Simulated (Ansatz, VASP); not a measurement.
# Two plane-wave programs on Sc

```
Sc
1.0
     1.72791   -5.61665    0.00000
     1.72791    5.61665    0.00000
     0.00000    0.00000    5.21581
Sc
4
Direct
  0.13942 0.86058 0.00005
  0.63942 0.36058 0.49995
  0.86058 0.13942 0.99995
  0.36058 0.63942 0.50005
```

Alike in both runs: functional r2SCAN; k mesh 6 × 6 × 4; occupations gaussian, width 0.1 eV; no spin polarisation.

Ansatz relaxed the structure, and its values are those at the end. VASP's run is a single point on that final structure, the one shown.

|  | VASP | Ansatz |
| --- | --- | --- |
| version | VASP 6.6.1 | Ansatz 0.2.0 |
| potentials or method | VASP PAW PBE potentials, release 64 (Sc_sv), cutoff 520 eV | scalar-relativistic, plane waves, PAW |
| valence electrons in the cell | 44 | 44 |

|  | VASP | Ansatz | Ansatz less VASP |
| --- | --- | --- | --- |
| gap on the k mesh at the Fermi level (eV) | none | none | - |
| pressure (GPa) | 0.2 | 0.0 | -0.18 |
| rms of the force components (eV/Å) | 0.014 | 0.004 | -0.0096 |

VASP's potentials were made for PBE, not for r2SCAN. A gap of «none» marks a metal or a gap that the smearing closes. With one functional, cell and mesh, what is left measures potentials, basis and numerics.
